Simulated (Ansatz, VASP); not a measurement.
## MgB2: VASP beside Ansatz

```
Mg B
1.0
     3.08500    0.00000    0.00000
    -1.54250    2.67169    0.00000
     0.00000    0.00000    3.52300
Mg B
1 2
Direct
  0.00000 0.00000 0.00000
  0.33333 0.66667 0.50000
  0.66667 0.33333 0.50000
```

Alike in both runs: task single point; functional r2SCAN; k mesh 6 × 6 × 6; occupations gaussian, width 0.1 eV; no spin polarisation.

|  | VASP | Ansatz |
| --- | --- | --- |
| version | VASP 6.6.1 | Ansatz 0.2.0 |
| potentials or method | VASP PAW PBE potentials, release 64 (Mg_sv, B), cutoff 750 eV | scalar-relativistic, plane waves, PAW |
| valence electrons in the cell | 16 | 16 |

```csv
,VASP,Ansatz,Ansatz less VASP
gap on the k mesh at the Fermi level (eV),none,none,-
pressure (GPa),-2.2,-2.1,+0.11
"traceless stress, the component that is largest in VASP (GPa)",-0.60,-0.71,-0.112
```

VASP's potentials were made for PBE, not for r2SCAN. A gap of «none» marks a metal or a gap that the smearing closes.

The k mesh is coarse, so the values compare programs but aren't converged.
